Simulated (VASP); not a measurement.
Crystal: In.

```xyz
1
Lattice="3.3769 0.0000 0.0000 0.2472 3.3678 0.0000 -1.8121 -1.6839 2.2988" Properties=species:S:1:pos:R:3 pbc="T T T"
In    0.0000    0.0000    0.0000
```

Base run:

```yaml
Program: VASP 6.6.1
Functional: LDA
Potentials_or_basis: VASP PAW LDA potentials, release 64 (In_d)
Cutoff: 520 eV
k_mesh: 12 × 12 × 12
Occupations: fermi-dirac, width 0.1 eV
Spin: no spin polarisation
```

Its results: pressure -2.5 GPa.

Problem. After a change of settings the same cell gave: pressure -0.4 GPa. Which change was it?
A. k mesh from 12 × 12 × 12 to 8 × 8 × 8
B. k mesh from 12 × 12 × 12 to 3 × 3 × 3
C. k mesh from 12 × 12 × 12 to 6 × 6 × 6; further incar settings from ALGO = Normal; EDIFF = 1e-06; NBANDS = 12 to ALGO = Normal; EDIFF = 1e-07; NBANDS = 12
D. k mesh from 12 × 12 × 12 to 4 × 4 × 4

Solution. D.

Caveats: some runs use coarse meshes.
